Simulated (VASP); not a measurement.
# BN (P6_3mc) in VASP: dielectric tensor with PBE

Aim: the dielectric tensor of BN with PBE.

Program: VASP 6.6.1. These are calculated values, not measurements. Logs are shortened: lines on timing, memory, paths and dates and some standing lists are left out, and cuts for length are marked.

## 1. The cell of the first run

The structure is hexagonal, space group P6_3mc (No. 186). Conventional cell: a = 2.548 Å, b = 2.548 Å, c = 8.375 Å, α = 90.00°, β = 90.00°, γ = 120.00°. B (site symmetry 3m) has 4 N at 1.56 Å within 2.1 Å. Within 2.1 Å of B (site symmetry 3m) lie 4 N at 1.56 to 1.58 Å. N (site symmetry 3m) has 4 B at 1.56 Å within 2.1 Å. N (site symmetry 3m) has 4 B at 1.56 to 1.58 Å within 2.1 Å.

## 2. Dielectric tensor, PBE

INCAR reads:

```
SYSTEM = BN
ALGO = Normal
EDIFF = 1E-8
ENCUT = 520
GGA = PE
ISIF = 2
ISMEAR = 0
LASPH = .TRUE.
LCHARG = .FALSE.
LEPSILON = .TRUE.
LREAL = .FALSE.
LWAVE = .FALSE.
NELM = 100
PREC = Accurate
SIGMA = 0.01
```

KPOINTS reads:

```
k-points
0
G
  9 9 4
  0 0 0
```

POSCAR reads:

```
BN
1.0
    2.5479976490      0.0000000000      0.0000000000
   -1.2739988245      2.2066306928      0.0000000000
    0.0000000000      0.0000000000      8.3753608011
B N
4 4
Direct
    0.0000000000      0.0000000000      0.0003894352
    0.3333333333      0.6666666667      0.2496892000
    0.0000000000      0.0000000000      0.5003894352
    0.6666666667      0.3333333333      0.7496892000
    0.0000000000      0.0000000000      0.1869898325
    0.3333333333      0.6666666667      0.4379315323
    0.0000000000      0.0000000000      0.6869898325
    0.6666666667      0.3333333333      0.9379315323
```

Potentials or basis: VASP PAW PBE potentials, release 64 (B, N).

Command:

```bash
$ cat potpaw_PBE.64/B/POTCAR potpaw_PBE.64/N/POTCAR > POTCAR
$ mpirun -np 1 vasp_std > vasp.out
```

OUTCAR:

```text
SYSTEM = BN
   EDIFF = 1E-8
   ENCUT = 520
   GGA = PE
   ISIF = 2
   ISMEAR = 0
   LASPH = .TRUE.
   LEPSILON = .TRUE.
   LREAL = .FALSE.
   NELM = 100
   PREC = Accurate

 ion  position               nearest neighbor table
   1  0.000  0.000  0.000-   8 1.56   8 1.56   8 1.56   5 1.56
   2  0.333  0.667  0.250-   5 1.56   5 1.56   5 1.56   6 1.58
   3  0.000  0.000  0.500-   6 1.56   6 1.56   6 1.56   7 1.56
   4  0.667  0.333  0.750-   7 1.56   7 1.56   7 1.56   8 1.58
   5  0.000  0.000  0.187-   2 1.56   2 1.56   2 1.56   1 1.56
   6  0.333  0.667  0.438-   3 1.56   3 1.56   3 1.56   2 1.58
   7  0.000  0.000  0.687-   4 1.56   4 1.56   4 1.56   3 1.56
   8  0.667  0.333  0.938-   1 1.56   1 1.56   1 1.56   4 1.58

  LATTYP: Found a hexagonal cell.
 ALAT       =     2.5479976490
 C/A-ratio  =     3.2870363143

  Lattice vectors:

 A1 = (   2.5479976490,   0.0000000000,   0.0000000000)
 A2 = (  -1.2739988245,   2.2066306928,   0.0000000000)
 A3 = (   0.0000000000,   0.0000000000,   8.3753608011)

Analysis of symmetry for initial positions (statically):
=====================================================================
 Subroutine PRICEL returns:
 Original cell was already a primitive cell.

 Routine SETGRP: Setting up the symmetry group for a
 hexagonal supercell.

 Subroutine GETGRP returns: Found 12 space group operations
 (whereof  6 operations were pure point group operations)
 out of a pool of 24 trial point group operations.

The static configuration has the point symmetry C_3v.
 The point group associated with its full space group is C_6v.

Analysis of symmetry for dynamics (positions and initial velocities):
=====================================================================
 Subroutine PRICEL returns:
 Original cell was already a primitive cell.

 Routine SETGRP: Setting up the symmetry group for a
 hexagonal supercell.

 Subroutine GETGRP returns: Found 12 space group operations
 (whereof  6 operations were pure point group operations)
 out of a pool of 24 trial point group operations.

The dynamic configuration has the point symmetry C_3v.
 The point group associated with its full space group is C_6v.

 Subroutine INISYM returns: Found 12 space group operations
 (whereof  6 operations are pure point group operations),
 and found     1 'primitive' translations

----------------------------------------------------------------------------------------

                                     Primitive cell

  volume of cell :      47.0904

  direct lattice vectors                    reciprocal lattice vectors
     2.547997649  0.000000000  0.000000000     0.392465040  0.226589797  0.000000000
    -1.273998825  2.206630693  0.000000000     0.000000000  0.453179593  0.000000000
     0.000000000  0.000000000  8.375360801     0.000000000  0.000000000  0.119397841

  length of vectors
     2.547997649  2.547997649  8.375360801     0.453179593  0.453179593  0.119397841

  position of ions in fractional coordinates (direct lattice)
     0.000000000  0.000000000  0.000389435
     0.333333333  0.666666667  0.249689200
     0.000000000  0.000000000  0.500389435
     0.666666667  0.333333333  0.749689200
     0.000000000  0.000000000  0.186989832
     0.333333333  0.666666667  0.437931532
     0.000000000  0.000000000  0.686989832
     0.666666667  0.333333333  0.937931532

  ion indices of the primitive-cell ions
   primitive index   ion index
                 1           1
                 2           2
                 3           3
                 4           4
                 5           5
                 6           6
                 7           7
                 8           8

----------------------------------------------------------------------------------------

 KPOINTS: k-points

Automatic generation of k-mesh.
[... 116 lines left out ...]
 k-point     1 :       0.0000    0.0000    0.0000
  band No.  band energies     occupation
      1     -12.8364      2.00000
      2     -11.4003      2.00000
      3     -11.3281      2.00000
      4      -8.6337      2.00000
      5      -3.3152      2.00000
      6       1.8818      2.00000
[... 565 lines left out ...]
     20      18.0717      0.00000
     21      18.0717      0.00000

 [... further k-points ...]

  FORCE on cell =-STRESS in cart. coord.  units (eV):
  Direction    XX          YY          ZZ          XY          YZ          ZX
  --------------------------------------------------------------------------------------
  -------------------------------------------------------------------------------------
  Total        1.4654142      1.4654142      1.4340101     -0.0000000      0.0000000      0.0000000
  in kB       49.8584502     49.8584501     48.7899730     -0.0000000      0.0000000      0.0000000
  external PRESSURE =      49.5022911 kB  Pullay stress =       0.0000000 kB

 VOLUME and BASIS-vectors are now :
 -----------------------------------------------------------------------------
  energy-cutoff  :      520.00
  volume of cell :       47.09
      direct lattice vectors                 reciprocal lattice vectors
     2.547997649  0.000000000  0.000000000     0.392465040  0.226589797  0.000000000
    -1.273998825  2.206630693  0.000000000     0.000000000  0.453179593  0.000000000
     0.000000000  0.000000000  8.375360801     0.000000000  0.000000000  0.119397841

 POSITION                                       TOTAL-FORCE (eV/Angst)
 -----------------------------------------------------------------------------------
      0.00000      0.00000      0.00326        -0.000000      0.000000     -0.000072
     -0.00000      1.47109      2.09124         0.000000      0.000000      0.007274
      0.00000      0.00000      4.19094         0.000000     -0.000000     -0.000072
      1.27400      0.73554      6.27892        -0.000000      0.000000      0.007274
      0.00000      0.00000      1.56611        -0.000000      0.000000      0.001906
     -0.00000      1.47109      3.66783         0.000000      0.000000     -0.009108
      0.00000      0.00000      5.75379        -0.000000     -0.000000      0.001906
      1.27400      0.73554      7.85551        -0.000000      0.000000     -0.009108
 -----------------------------------------------------------------------------------
    total drift:                                0.000000      0.000000     -0.000006

  FREE ENERGIE OF THE ION-ELECTRON SYSTEM (eV)
  ---------------------------------------------------
  free  energy   TOTEN  =       -69.7362634936 eV

  energy  without entropy=      -69.7362634936  energy(sigma->0) =      -69.73626349

 HEAD OF MICROSCOPIC STATIC DIELECTRIC TENSOR (INDEPENDENT PARTICLE, excluding Hartree and local field effects)
 ------------------------------------------------------
           4.686921     0.000000    -0.000000
           0.000000     4.686921     0.000000
          -0.000000     0.000000     4.783084
 ------------------------------------------------------

 Free energy of the ion-electron system (eV)
  ---------------------------------------------------
  ---------------------------------------------------
  free energy    TOTEN  =        -0.50464736 eV

  energy without entropy =       -0.50464736

------------------------ aborting loop because EDIFF is reached ----------------------------------------

--------------------------------------- Ionic step        2  -------------------------------------------

------------------------ aborting loop because EDIFF is reached ----------------------------------------

--------------------------------------- Ionic step        3  -------------------------------------------

 Free energy of the ion-electron system (eV)
  ---------------------------------------------------
  ---------------------------------------------------
  free energy    TOTEN  =        -0.51818423 eV

  energy without entropy =       -0.51818423

------------------------ aborting loop because EDIFF is reached ----------------------------------------

 PIEZOELECTRIC TENSOR FIELD DIRECTION 3  (e Angst)
 -----------------------------------------------------------------------------
     1.63342 -0.00000  0.00000           (  0.01161 -0.00000  0.00000)
    -0.00000  1.63342  0.00000           (  0.00000  0.01161  0.00000)
     0.00000  0.00000 -3.32724           (  0.00000  0.00000 -0.01975)

 PIEZOELECTRIC TENSOR FIELD DIRECTION 3  (C/m^2)
 -----------------------------------------------------------------------------
     0.55574 -0.00000  0.00000
    -0.00000  0.55574  0.00000
     0.00000  0.00000 -1.13204

 MACROSCOPIC STATIC DIELECTRIC TENSOR (including local field effects in DFT)
 ------------------------------------------------------
           4.591405    -0.000000    -0.000000
           0.000000     4.591405     0.000000
           0.000000     0.000000     4.690333
 ------------------------------------------------------

 PIEZOELECTRIC TENSOR (including local field effects)  for field in x, y, z        (e  Angst)
          XX          YY          ZZ          XY          YZ          ZX
  --------------------------------------------------------------------------------
  x     0.00000    -0.00000     0.00000     0.00000     0.00000     1.78526
  y     0.00000    -0.00000     0.00000     0.00000     1.78526     0.00000
  z     1.63342     1.63342    -3.32724     0.00000     0.00000     0.00000

 PIEZOELECTRIC TENSOR (including local field effects)  for field in x, y, z        (C/m^2)
          XX          YY          ZZ          XY          YZ          ZX
  --------------------------------------------------------------------------------
  x     0.00000    -0.00000     0.00000     0.00000     0.00000     0.60741
  y     0.00000    -0.00000     0.00000     0.00000     0.60741     0.00000
  z     0.55574     0.55574    -1.13204     0.00000     0.00000     0.00000

 BORN EFFECTIVE CHARGES (including local field effects) (in |e|, cummulative output)
 ---------------------------------------------------------------------------------
 ion    1
    1     1.87759     0.00000    -0.00000
    2     0.00000     1.87759    -0.00000
    3     0.00000     0.00000     1.96310
 ion    2
    1     1.86640     0.00000     0.00000
    2     0.00000     1.86640     0.00000
    3     0.00000     0.00000     1.87507
 ion    3
    1     1.87759     0.00000     0.00000
    2     0.00000     1.87759     0.00000
    3     0.00000    -0.00000     1.96310
 ion    4
    1     1.86640     0.00000     0.00000
    2    -0.00000     1.86640     0.00000
    3    -0.00000     0.00000     1.87507
 ion    5
    1    -1.86973     0.00000    -0.00000
    2     0.00000    -1.86973     0.00000
    3     0.00000     0.00000    -1.92932
 ion    6
    1    -1.87426     0.00000     0.00000
    2    -0.00000    -1.87426     0.00000
    3     0.00000     0.00000    -1.90886
 ion    7
    1    -1.86973    -0.00000     0.00000
    2     0.00000    -1.86973    -0.00000
    3     0.00000    -0.00000    -1.92932
 ion    8
    1    -1.87426     0.00000     0.00000
    2    -0.00000    -1.87426     0.00000
    3     0.00000     0.00000    -1.90886
```

It took 4.1 min on 1 thread of AMD EPYC 9R45 (Zen 5), shared host; peak memory 0.29 GiB.

What came out:

```yaml
Band_gap_on_the_k_mesh: 5.64 eV (least direct gap 7.62 eV)
Electronic_dielectric_tensor_diagonal: 4.59, 4.59, 4.69
Born_charges_mean_of_the_diagonal: B +1.91, +1.87 (each value once); N -1.89 e
```

Levels at points of the mesh, in eV from the valence-band top:
| k point | band 14 | band 15 | band 16 | band 17 | band 18 | band 19 |
| --- | --- | --- | --- | --- | --- | --- |
| (0.00, 0.00, 0.00) | -0.13 | 0.00 | 0.00 | 8.61 | 8.61 | 8.76 |
| (0.00, 0.00, 0.50) | -0.38 | -0.38 | -0.38 | 9.09 | 9.09 | 9.09 |

Electronic dielectric tensor:
```
4.59 0.00 0.00
0.00 4.59 0.00
0.00 0.00 4.69
```

Born effective charge tensors (e):
atom 1, B
```
1.88 0.00 0.00
0.00 1.88 0.00
0.00 0.00 1.96
```
atom 2, B
```
1.87 0.00 0.00
0.00 1.87 0.00
0.00 0.00 1.88
```
atom 3, B
```
1.88 0.00 0.00
0.00 1.88 0.00
0.00 0.00 1.96
```
atom 4, B
```
1.87 0.00 0.00
0.00 1.87 0.00
0.00 0.00 1.88
```
atom 5, N
```
-1.87  0.00  0.00
 0.00 -1.87  0.00
 0.00  0.00 -1.93
```
atom 6, N
```
-1.87  0.00  0.00
 0.00 -1.87  0.00
 0.00  0.00 -1.91
```
atom 7, N
```
-1.87  0.00  0.00
 0.00 -1.87  0.00
 0.00  0.00 -1.93
```
atom 8, N
```
-1.87  0.00  0.00
 0.00 -1.87  0.00
 0.00  0.00 -1.91
```
